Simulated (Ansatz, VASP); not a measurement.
**Two plane-wave programs on BaTiO3**

```
CELL_PARAMETERS angstrom
3.97204 0.00000 0.00000
0.00000 3.97204 0.00000
0.00000 0.00000 4.11299
ATOMIC_POSITIONS crystal
Ba 0.50000 0.50000 0.58504
Ti 0.00000 0.00000 0.10316
O 0.00000 0.50000 0.06291
O 0.50000 0.00000 0.06291
O 0.00000 0.00000 0.54597
```

Alike in both runs: task single point; functional PBE; k mesh 6 × 6 × 6; occupations fermi-dirac, width 0.02 eV; no spin polarisation.

```csv
,VASP,Ansatz
version,VASP 6.6.1,Ansatz 0.2.0
potentials or method,"VASP PAW PBE potentials, release 64 (Ba_sv, Ti_sv, O)","plane waves, PAW"
plane-wave cutoff (eV),520,420
valence electrons in the cell,40,40
```

VASP gave:

```
gap on the k mesh at the Fermi level (eV)                     : 1.81
pressure (GPa)                                                : 4.9
traceless stress, the component that is largest in VASP (GPa) : 0.13
rms of the force components (eV/Å)                            : 0.064
```

**Question.** Which values does Ansatz return?

**Answer.** gap on the k mesh at the Fermi level (eV): 1.87; pressure (GPa): 3.2; traceless stress, the component that is largest in VASP (GPa): 0.10; rms of the force components (eV/Å): 0.040.

Atom by atom the forces differ by 0.029 eV/Å (rms over components).

Spin-orbit coupling is off throughout.
